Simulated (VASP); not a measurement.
# Te: single point with PBE

Crystal: Te.

```
Te
1.0
     0.00000    2.41936    2.41936
     2.41936    0.00000    2.41936
     2.41936    2.41936    0.00000
Te
1
Direct
  0.00000 0.00000 0.00000
```

This isn't the form of Te at room conditions, which is trigonal, of chains.

- Program: VASP 6.6.1
- Task: single point
- Functional: PBE
- Potentials or basis: VASP PAW PBE potentials, release 64 (Te)
- Cutoff: 520 eV
- k mesh: 18 × 18 × 18
- Occupations: fermi-dirac, width 0.1 eV
- Spin: no spin polarisation

```json
{
  "Pressure": "-0.1 GPa",
  "Band gap on the k mesh": "zero (bands 3 and 4 overlap by 5.10 eV)"
}
```

Levels at points of the mesh, in eV from the Fermi level:
| k point | band 1 | band 2 | band 3 | band 4 | band 5 | band 6 | band 7 |
| --- | --- | --- | --- | --- | --- | --- | --- |
| (0.00, 0.00, 0.00) | -13.85 | 3.04 | 3.04 | 3.04 | 9.52 | 9.52 | 9.52 |
| (0.50, 0.00, 0.00) | -11.00 | -6.01 | 1.74 | 1.74 | 6.96 | 8.75 | 8.75 |
| (0.50, 0.50, 0.00) | -9.84 | -5.28 | -0.78 | -0.78 | 3.80 | 4.44 | 18.18 |

Wall time 20 s on 1 thread of Intel(R) Xeon(R) 6975P-C (Granite Rapids) (shared host), peak memory 0.19 GiB.

Caveat: spin-orbit coupling is left out, which moves the levels of the heavy elements.
